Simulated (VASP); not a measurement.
# KAs3 (Pm-3m) in VASP: a series of runs

The runs below take KAs3 through single point, relaxation of cell and atoms, with PBE.

All numbers are computed with VASP 6.6.1; they aren't measurements. Logs are shortened: lines on timing, memory, paths and dates and some standing lists are left out, and cuts for length are marked.

### Step 1. The cell of the first run

The structure is cubic, space group Pm-3m (No. 221). The conventional cell has a = 4.460 Å, b = 4.460 Å, c = 4.460 Å, α = 90.00°, β = 90.00°, γ = 90.00°. K (site symmetry m-3m) has 12 As at 3.15 Å within 4.1 Å. As (site symmetry 4/mmm) has 4 K at 3.15 Å and 8 As at 3.15 Å within 4.1 Å.

### Step 2. Single point, PBE

The input, INCAR:

```
  PREC = Accurate
  ENCUT = 520
  EDIFF = 1E-7
  ISMEAR = 0
  SIGMA = 0.1
  LREAL = F
  LASPH = T
  NELM = 60
  ALGO = Fast
  ISIF = 2
  LWAVE = F
  LCHARG = F
  GGA = PE
  NBANDS = 20
```

The input, KPOINTS:

```
regular mesh
0
Gamma
  10 10 10
```

The input, POSCAR:

```
KAs3
1.0
    4.4596081418      0.0000000000      0.0000000000
    0.0000000000      4.4596081418      0.0000000000
    0.0000000000      0.0000000000      4.4596081418
K As
1 3
Direct
    0.0000000000      0.0000000000      0.0000000000
    0.0000000000      0.5000000000      0.5000000000
    0.5000000000      0.0000000000      0.5000000000
    0.5000000000      0.5000000000      0.0000000000
```

Potentials or basis: VASP PAW PBE potentials, release 64 (K_sv, As).

Launch:

```console
cat potpaw_PBE.64/K_sv/POTCAR potpaw_PBE.64/As/POTCAR > POTCAR
mpirun -np 1 vasp_std > vasp.out
```

OUTCAR:

```text
PREC = Accurate
   ENCUT = 520
   EDIFF = 1E-7
   ISMEAR = 0
   LREAL = F
   LASPH = T
   NELM = 60
   ISIF = 2
   GGA = PE

 ion  position               nearest neighbor table
   1  0.000  0.000  0.000-   2 3.15   3 3.15   4 3.15   2 3.15   3 3.15   2 3.15   4 3.15   2 3.15
                             3 3.15   4 3.15   3 3.15   4 3.15
   2  0.000  0.500  0.500-   1 3.15   1 3.15   1 3.15   1 3.15
   3  0.500  0.000  0.500-   1 3.15   1 3.15   1 3.15   1 3.15
   4  0.500  0.500  0.000-   1 3.15   1 3.15   1 3.15   1 3.15

  LATTYP: Found a simple cubic cell.
 ALAT       =     4.4596081418

  Lattice vectors:

 A1 = (   4.4596081418,   0.0000000000,   0.0000000000)
 A2 = (   0.0000000000,   4.4596081418,   0.0000000000)
 A3 = (   0.0000000000,   0.0000000000,   4.4596081418)

Analysis of symmetry for initial positions (statically):
=====================================================================
 Subroutine PRICEL returns:
 Original cell was already a primitive cell.

 Routine SETGRP: Setting up the symmetry group for a
 simple cubic supercell.

 Subroutine GETGRP returns: Found 48 space group operations
 (whereof 48 operations were pure point group operations)
 out of a pool of 48 trial point group operations.

The static configuration has the point symmetry O_h .

Analysis of symmetry for dynamics (positions and initial velocities):
=====================================================================
 Subroutine PRICEL returns:
 Original cell was already a primitive cell.

 Routine SETGRP: Setting up the symmetry group for a
 simple cubic supercell.

 Subroutine GETGRP returns: Found 48 space group operations
 (whereof 48 operations were pure point group operations)
 out of a pool of 48 trial point group operations.

The dynamic configuration has the point symmetry O_h .

 Subroutine INISYM returns: Found 48 space group operations
 (whereof 48 operations are pure point group operations),
 and found     1 'primitive' translations

----------------------------------------------------------------------------------------

                                     Primitive cell

  volume of cell :      88.6932

  direct lattice vectors                    reciprocal lattice vectors
     4.459608142  0.000000000  0.000000000     0.224234948  0.000000000  0.000000000
     0.000000000  4.459608142  0.000000000     0.000000000  0.224234948  0.000000000
     0.000000000  0.000000000  4.459608142     0.000000000  0.000000000  0.224234948

  length of vectors
     4.459608142  4.459608142  4.459608142     0.224234948  0.224234948  0.224234948

  position of ions in fractional coordinates (direct lattice)
     0.000000000  0.000000000  0.000000000
     0.000000000  0.500000000  0.500000000
     0.500000000  0.000000000  0.500000000
     0.500000000  0.500000000  0.000000000

  ion indices of the primitive-cell ions
   primitive index   ion index
                 1           1
                 2           2
                 3           3
                 4           4

----------------------------------------------------------------------------------------

 KPOINTS: regular mesh

Automatic generation of k-mesh.
 Grid dimensions read from file:
 generate k-points for:   10   10   10

 Generating k-lattice:

  Cartesian coordinates                     Fractional coordinates (reciprocal lattice)
     0.022423495  0.000000000  0.000000000     0.100000000  0.000000000  0.000000000
     0.000000000  0.022423495  0.000000000     0.000000000  0.100000000  0.000000000
     0.000000000  0.000000000  0.022423495     0.000000000  0.000000000  0.100000000

  Length of vectors
     0.022423495  0.022423495  0.022423495

  Shift w.r.t. Gamma in fractional coordinates (k-lattice)
     0.000000000  0.000000000  0.000000000

 Subroutine IBZKPT returns following result:
 ===========================================

 Found     56 irreducible k-points:

 Following reciprocal coordinates:
            Coordinates               Weight
  0.000000  0.000000  0.000000      1.000000
  0.100000  0.000000  0.000000      6.000000
  0.200000  0.000000  0.000000      6.000000
  0.300000  0.000000  0.000000      6.000000
  0.400000  0.000000  0.000000      6.000000
  0.500000  0.000000  0.000000      3.000000
[... 16 lines left out ...]
  0.200000  0.100000  0.100000     24.000000
  0.300000  0.100000  0.100000     24.000000
 [... further k-points ...]
   k-points           NKPTS =     56   k-points in BZ     NKDIM =     56   number of bands    NBANDS=     20
   number of dos      NEDOS =    301   number of ions     NIONS =      4
   total plane-waves  NPLWV =  46656
   dimension x,y,z NGX =    36 NGY =   36 NGZ =   36
   dimension x,y,z NGXF=    72 NGYF=   72 NGZF=   72
   ions per type =               1   3
   NGX,Y,Z   is equivalent  to a cutoff of  13.42, 13.42, 13.42 a.u.
   NGXF,Y,Z  is equivalent  to a cutoff of  26.84, 26.84, 26.84 a.u.
 SYSTEM =  unknown system
   PREC   = accura    normal or accurate (medium, high low for compatibility)
   ISTART =      0    job   : 0-new  1-cont  2-samecut
   ICHARG =      2    charge: 1-file 2-atom 10-const
   ISPIN  =      1    spin polarized calculation?
   LNONCOLLINEAR =      F non collinear calculations
   LSORBIT =      F    spin-orbit coupling
   LASPH  =      T    aspherical Exc in radial PAW
   ENCUT  =  520.0 eV  38.22 Ry    6.18 a.u.   8.29  8.29  8.29*2*pi/ulx,y,z
   NELM   =     60;   NELMIN=  2; NELMDL= -5     # of ELM steps
   EDIFF  = 0.1E-06   stopping-criterion for ELM
   LREAL  =      F    real-space projection
   EDIFFG = 0.1E-05   stopping-criterion for IOM
   NSW    =      0    number of steps for IOM
   IBRION =     -1    ionic relax: 0-MD 1-quasi-New 2-CG
   NFREE  =      0    steps in history (QN), initial steepest desc. (CG)
   ISIF   =      2    stress and relaxation
   ISYM   =      2    0-nonsym 1-usesym 2-fastsym
   POTIM  = 0.5000    time-step for ionic-motion
   TEBEG  =    0.0;   TEEND  =   0.0 temperature during run
   PSTRESS=    0.0 pullay stress
   NELECT =      24.0000    total number of electrons
   NUPDOWN=      -1.0000    fix difference up-down
   EMIN   =  10.00;   EMAX   =-10.00  energy-range for DOS
   EFERMI =   0.00;   METHOD = LEGACY
   ISMEAR =     0;   SIGMA  =   0.10  broadening in eV -4-tet -1-fermi 0-gaus
   EFERMI_NEDOS =   21; number of points for ismear=-14 and -15
   IALGO  =     68    algorithm
   IMIX   =      4    mixing-type and parameters
     AMIX     =   0.40;   BMIX     =  1.00
     AMIX_MAG =   1.60;   BMIX_MAG =  1.00
  volume/ion in A,a.u.               =      22.17       149.63
  Fermi-wavevector in a.u.,A,eV,Ry     =   1.058884  2.001001 15.255344  1.121236
  Thomas-Fermi vector in A             =   2.194210
   LORBIT       =      0    0 simple, 1 ext, 2 COOP (PROOUT), +10 PAW based schemes
   GGA     = PE    functional components
   LHFCALC =     F    Hartree Fock is set to
   AEXX    =    0.0000 exact exchange contribution
   IVDW    =     0    specifies the selected vdW correction
   LEPSILON=     F    determine dielectric tensor
   LRPA    =     F    only Hartree local field effects (RPA)
 non-spin polarized calculation
 RMM-DIIS sequential band-by-band and
 Gauss-broadening in eV      SIGMA  =   0.10
  energy-cutoff  :      520.00
  volume of cell :       88.69
 maximum number of plane-waves:      2440
 NGX is ok and might be reduce to    36
   NGX = 17   NGY = 17   NGZ = 17

 number of electron      23.9999994 magnetization

 Free energy of the ion-electron system (eV)
  ---------------------------------------------------
  ext. energy  EPLUGINS =         0.00000000
  ---------------------------------------------------
  free energy    TOTEN  =       -14.10493671 eV

  energy without entropy =      -14.09608203  energy(sigma->0) =      -14.10050937

 E-fermi :   3.9669     XC(G=0):  -9.9304

 val. band max:        3.9291290377   @ k =   0.1000   0.1000   0.0000
 cond. band min:       3.9746500230   @ k =   0.4000   0.2000   0.0000
 fundamental gap:      0.0455209852
 Fermi energy:         3.9669125107

 k-point     1 :       0.0000    0.0000    0.0000
  band No.  band energies     occupation
      1     -25.5014      2.00000
      2      -9.1638      2.00000
      3      -9.1638      2.00000
      4      -9.1638      2.00000
      5      -8.7451      2.00000
      6      -4.7342      2.00000
[... 12 lines left out ...]
     19       8.4519      0.00000
     20       9.1816      0.00000

 k-point     2 :       0.1000    0.0000    0.0000
  band No.  band energies     occupation
      1     -25.5008      2.00000
      2      -9.2834      2.00000
      3      -9.1608      2.00000
      4      -9.1608      2.00000
      5      -8.5778      2.00000
      6      -4.8689      2.00000
[... 12 lines left out ...]
     19       8.8860      0.00000
     20       9.2427      0.00000

 k-point     3 :       0.2000    0.0000    0.0000
  band No.  band energies     occupation
      1     -25.4993      2.00000
      2      -9.4635      2.00000
      3      -9.1529      2.00000
      4      -9.1529      2.00000
      5      -8.2514      2.00000
      6      -5.2293      2.00000
[... 12 lines left out ...]
     19       9.4182      0.00000
     20       9.9115      0.00000

 k-point     4 :       0.3000    0.0000    0.0000
  band No.  band energies     occupation
      1     -25.4975      2.00000
      2      -9.6101      2.00000
      3      -9.1431      2.00000
      4      -9.1431      2.00000
      5      -7.8539      2.00000
      6      -5.7229      2.00000
[... 429 lines left out ...]
 k-point    23 :       0.2000    0.1000    0.1000
  band No.  band energies     occupation
      1     -25.4983      2.00000
      2      -9.4655      2.00000
      3      -9.2023      2.00000
      4      -9.1747      2.00000
      5      -8.0778      2.00000
      6      -5.2254      2.00000
[... 12 lines left out ...]
     19       9.4920      0.00000
     20      10.0036      0.00000

 k-point    24 :       0.3000    0.1000    0.1000
  band No.  band energies     occupation
      1     -25.4965      2.00000
      2      -9.5786      2.00000
      3      -9.1950      2.00000
      4      -9.1611      2.00000
      5      -7.7249      2.00000
      6      -5.6828      2.00000
[... 12 lines left out ...]
     19      10.2758      0.00000
     20      10.5307      0.00000

 [... further k-points ...]

------------------------ aborting loop because EDIFF is reached ----------------------------------------

  FORCE on cell =-STRESS in cart. coord.  units (eV):
  Direction    XX          YY          ZZ          XY          YZ          ZX
  --------------------------------------------------------------------------------------
  -------------------------------------------------------------------------------------
  Total        0.0766535      0.0766535      0.0766535     -0.0000000     -0.0000000      0.0000000
  in kB        1.3846904      1.3846904      1.3846904     -0.0000000     -0.0000000      0.0000000
  external PRESSURE =       1.3846904 kB  Pullay stress =       0.0000000 kB

 VOLUME and BASIS-vectors are now :
 -----------------------------------------------------------------------------
  energy-cutoff  :      520.00
  volume of cell :       88.69
      direct lattice vectors                 reciprocal lattice vectors
     4.459608142  0.000000000  0.000000000     0.224234948  0.000000000  0.000000000
     0.000000000  4.459608142  0.000000000     0.000000000  0.224234948  0.000000000
     0.000000000  0.000000000  4.459608142     0.000000000  0.000000000  0.224234948

 POSITION                                       TOTAL-FORCE (eV/Angst)
 -----------------------------------------------------------------------------------
      0.00000      0.00000      0.00000         0.000000      0.000000      0.000000
      0.00000      2.22980      2.22980         0.000000      0.000000      0.000000
      2.22980      0.00000      2.22980         0.000000      0.000000      0.000000
      2.22980      2.22980      0.00000         0.000000      0.000000      0.000000
 -----------------------------------------------------------------------------------
    total drift:                                0.000000      0.000000      0.000000

  FREE ENERGIE OF THE ION-ELECTRON SYSTEM (eV)
  ---------------------------------------------------
  free  energy   TOTEN  =       -14.1049367090 eV

  energy  without entropy=      -14.0960820290  energy(sigma->0) =      -14.10050937
```

Wall time 3.8 min (1 thread of Oxide Virtual Turin-like, shared host); peak memory 0.22 GiB.

Results:

* Free energy: -14.1049 eV
* Pressure: 0.1 GPa
* Band gap on the k mesh: zero (bands 12 and 13 overlap by 4.27 eV)

### Step 3. Relaxation of cell and atoms, PBE

This run uses another cell than the first one, of 24.20 Å³/atom.

The input, INCAR:

```
PREC = Accurate
ENCUT = 600
EDIFF = 1E-7
ISMEAR = 0
SIGMA = 0.1
LREAL = F
LASPH = T
NELM = 100
ALGO = Fast
ISIF = 3
LWAVE = F
LCHARG = F
GGA = PE
IBRION = 2
NSW = 100
EDIFFG = -0.01
```

The input, KPOINTS:

```
Automatic mesh
0
Gamma
  10 10 10
```

The input, POSCAR:

```
KAs3
1.0
    4.5915335624      0.0000000000      0.0000000000
    0.0000000000      4.5915335624      0.0000000000
    0.0000000000      0.0000000000      4.5915335624
K As
1 3
Direct
    0.0000000000      0.0000000000      0.0000000000
    0.0000000000      0.5000000000      0.5000000000
    0.5000000000      0.0000000000      0.5000000000
    0.5000000000      0.5000000000      0.0000000000
```

Potentials or basis: VASP PAW PBE potentials, release 64 (K_sv, As).

Launch:

```console
cat potpaw_PBE.64/K_sv/POTCAR potpaw_PBE.64/As/POTCAR > POTCAR
mpirun -np 1 vasp_std > vasp.out
```

Wall time 8.3 min (1 thread of Oxide Virtual Turin-like, shared host); peak memory 0.28 GiB.

The run converged. Its results:

| Property | Result |
| --- | --- |
| Free energy | -14.1052 eV |
| Relaxed volume | 22.24 Å³/atom |
| Relaxed cell | a = 4.464 Å, b = 4.464 Å, c = 4.464 Å, α = 90.00°, β = 90.00°, γ = 90.00° |
| Space group after relaxing (to 0.1 Å) | Pm-3m (No. 221) |
| Energy gained by relaxing | 22.9 meV/atom |
| Ionic steps | 3 |
| Pressure after relaxing | 0.0 GPa |
| Band gap on the k mesh | zero (bands 12 and 13 overlap by 4.26 eV) |

The path:
```
step  energy change (eV)  largest force (eV/Å)  pressure (GPa)  volume (Å³)
   1              0.0000                0.0000           -3.46        96.80
   2             -0.0905                0.0000           -0.39        89.67
   3             -0.0914                0.0000           -0.01        88.98
```

Final structure:
```xyz
4
Lattice="4.4643 0.0000 0.0000 0.0000 4.4643 0.0000 0.0000 0.0000 4.4643" Properties=species:S:1:pos:R:3 pbc="T T T"
K     0.0000    0.0000    0.0000
As    0.0000    2.2322    2.2322
As    2.2322    0.0000    2.2322
As    2.2322    2.2322    0.0000
```

Levels at points of the mesh, in eV from the Fermi level:
| k point | band 8 | band 9 | band 10 | band 11 | band 12 | band 13 | band 14 | band 15 | band 16 |
| --- | --- | --- | --- | --- | --- | --- | --- | --- | --- |
| (0.00, 0.00, 0.00) | -3.33 | -3.33 | -3.33 | 0.68 | 0.68 | 0.68 | 3.29 | 3.29 | 3.29 |
| (0.50, 0.00, 0.00) | -2.83 | -2.83 | -1.20 | -0.99 | -0.73 | -0.73 | -0.37 | 2.20 | 2.20 |
| (0.50, 0.50, 0.00) | -4.19 | -2.50 | -1.17 | -1.17 | -1.04 | -0.44 | -0.44 | 3.17 | 3.33 |
| (0.50, 0.50, 0.50) | -5.44 | -3.34 | -3.34 | -3.34 | 3.52 | 3.52 | 3.52 | 3.54 | 3.54 |

### Step 4. Relaxation of cell and atoms, PBE

The input, INCAR:

```
SYSTEM = KAs3
  ALGO = Normal
  EDIFF = 1E-6
  EDIFFG = -0.01
  ENCUT = 600
  GGA = PE
  IBRION = 2
  ISIF = 3
  ISMEAR = 0
  LASPH = .True.
  LCHARG = .False.
  LREAL = .False.
  LWAVE = .False.
  NELM = 100
  NSW = 100
  PREC = Accurate
  SIGMA = 0.1
```

The input, KPOINTS:

```
k-points
0
Gamma
  10 10 10
  0 0 0
```

The input, POSCAR:

```
KAs3
1.0
    4.4596081418      0.0000000000      0.0000000000
    0.0000000000      4.4596081418      0.0000000000
    0.0000000000      0.0000000000      4.4596081418
K As
1 3
Direct
    0.0000000000      0.0000000000      0.0000000000
    0.0000000000      0.5000000000      0.5000000000
    0.5000000000      0.0000000000      0.5000000000
    0.5000000000      0.5000000000      0.0000000000
```

Launch:

```console
cat potpaw_PBE.64/K_sv/POTCAR potpaw_PBE.64/As/POTCAR > POTCAR
mpirun -np 1 vasp_std > vasp.out
```

It took 3.1 min on 1 thread of Oxide Virtual Turin-like, shared host; peak memory 0.24 GiB.

It converged, with:

```
Free energy                           : -14.1050 eV
Relaxed volume                        : 22.23 Å³/atom
Relaxed cell                          : a = 4.464 Å, b = 4.464 Å, c = 4.464 Å, α = 90.00°, β = 90.00°, γ = 90.00°
Space group after relaxing (to 0.1 Å) : Pm-3m (No. 221)
Energy gained by relaxing             : 0.0 meV/atom
Ionic steps                           : 2
Pressure after relaxing               : 0.0 GPa
Band gap on the k mesh                : zero (bands 12 and 13 overlap by 4.26 eV)
```

The path:
```tsv
step	energy change (eV)	largest force (eV/Å)	pressure (GPa)	volume (Å³)
1	0.0000	0.0000	0.14	88.69
2	-0.0001	0.0000	0.01	88.94
```

Final structure:
```
CELL_PARAMETERS angstrom
4.46368 0.00000 0.00000
0.00000 4.46368 0.00000
0.00000 0.00000 4.46368
ATOMIC_POSITIONS crystal
K 0.00000 0.00000 0.00000
As 0.00000 0.50000 0.50000
As 0.50000 0.00000 0.50000
As 0.50000 0.50000 0.00000
```

Levels at points of the mesh, in eV from the Fermi level:
| k point | band 8 | band 9 | band 10 | band 11 | band 12 | band 13 | band 14 | band 15 | band 16 |
| --- | --- | --- | --- | --- | --- | --- | --- | --- | --- |
| (0.00, 0.00, 0.00) | -3.33 | -3.33 | -3.33 | 0.68 | 0.68 | 0.68 | 3.29 | 3.29 | 3.32 |
| (0.50, 0.00, 0.00) | -2.83 | -2.83 | -1.21 | -0.99 | -0.73 | -0.73 | -0.37 | 2.20 | 2.20 |
| (0.50, 0.50, 0.00) | -4.19 | -2.50 | -1.17 | -1.17 | -1.04 | -0.44 | -0.44 | 3.18 | 3.33 |
| (0.50, 0.50, 0.50) | -5.45 | -3.34 | -3.34 | -3.34 | 3.52 | 3.52 | 3.52 | 3.55 | 3.55 |

### Step 5. Summary

```tsv
task	cell	cutoff (eV)	gap on the mesh (eV)	pressure (GPa)	relaxed volume (Å³/atom)
single point	a = 4.460 Å, 4 atoms	520	none	0.1	-
relaxation of cell and atoms	relaxed from a = 4.592 Å, 4 atoms	600	none	0.0	22.24
relaxation of cell and atoms	relaxed from a = 4.460 Å, 4 atoms	600	none	0.0	22.23
```

Alike in all rows: level PBE; potentials or basis VASP PAW PBE potentials, release 64 (K_sv, As); no spin polarisation; k mesh 10 × 10 × 10; smearing gaussian 0.1 eV.

Absolute energies hang on the potentials; compare differences alone.

The gap in the log of VASP goes by the Fermi energy; the results here count the filled bands.